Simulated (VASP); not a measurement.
Wanted: the native input for a VASP 6.6.1 run.

```
Task                   : single point
Functional             : PBE
Potentials or basis    : VASP PAW PBE potentials, release 64 (C)
Cutoff                 : 520 eV
k mesh                 : 12 × 12 × 12
Occupations            : gaussian, width 0.05 eV
Spin                   : no spin polarisation
Dipole correction      : no
Further INCAR settings : ALGO = Normal; EDIFF = 1e-06; NBANDS = 11
```

The structure of C lies in POSCAR:

```
C
1.0
    0.0000000000      1.7154625528      1.9353848521
    1.7154625528      0.0000000000      1.9353848521
    1.7154625528      1.7154625528      0.0000000000
C
2
Direct
    0.5000000000      0.5000000000      0.5000000000
    0.7500000000      0.7500000000      0.7500000000
```

This cell differs from its parent crystal: volume 5.695 Å^3 an atom, c/a of the conventional cell 1.1282.

These files were run (other wordings do the same):

INCAR

```
PREC = Accurate
ENCUT = 520
EDIFF = 1E-6
ISMEAR = 0
SIGMA = 0.05
LREAL = False
LASPH = True
NELM = 100
ALGO = Normal
ISIF = 2
LWAVE = False
LCHARG = True
GGA = PE
LELF = True
LVHAR = True
NBANDS = 11
```

KPOINTS

```
Automatic mesh
0
Gamma
  12 12 12
```

Potentials or basis: VASP PAW PBE potentials, release 64 (C).

Run with:

```console
$ cat potpaw_PBE.64/C/POTCAR > POTCAR
$ mpirun -np 1 vasp_std > vasp.out
```

Results of the run:

```
Pressure               : 1.1 GPa
Band gap on the k mesh : 2.64 eV, indirect (least direct gap 4.53 eV)
```

Wall time 23 s on 1 thread of Intel Xeon 8259CL (shared host), peak memory 0.13 GiB.
